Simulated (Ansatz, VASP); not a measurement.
**One calculation of NiB3Au, two programs**

```
CELL_PARAMETERS angstrom
4.10720 0.00000 0.00000
0.00000 4.10720 0.00000
0.00000 0.00000 4.10720
ATOMIC_POSITIONS crystal
Ni 0.00000 0.00000 0.00000
B 0.00000 0.50000 0.50000
B 0.50000 0.00000 0.50000
B 0.50000 0.50000 0.00000
Au 0.50000 0.50000 0.50000
```

Alike in both runs: functional r2SCAN; k mesh 6 × 6 × 6; occupations gaussian, width 0.1 eV; no spin polarisation.

Ansatz relaxed the structure, and its values are those at the end. VASP's run is a single point on that final structure, the one shown.

|  | VASP | Ansatz |
| --- | --- | --- |
| version | VASP 6.6.1 | Ansatz 0.2.0 |
| potentials or method | VASP PAW PBE potentials, release 64 (Ni, B, Au), cutoff 660 eV | scalar-relativistic, plane waves, PAW |
| valence electrons in the cell | 30 | 46 |

Ansatz gave:

```
gap on the k mesh at the Fermi level (eV) : none
pressure (GPa)                            : 0.1
```

Q: What did VASP give for the same quantities?

A: gap on the k mesh at the Fermi level (eV): none; pressure (GPa): 0.2.

VASP's potentials were made for PBE, not for r2SCAN. A gap of «none» marks a metal or a gap that the smearing closes. The functional is the same, so the differences come from potentials, cutoffs and numerics. VASP's potentials hold 30 valence electrons a cell and Ansatz's 46, so a difference there can come from the potentials and not from the codes.

Spin-orbit coupling is off throughout.
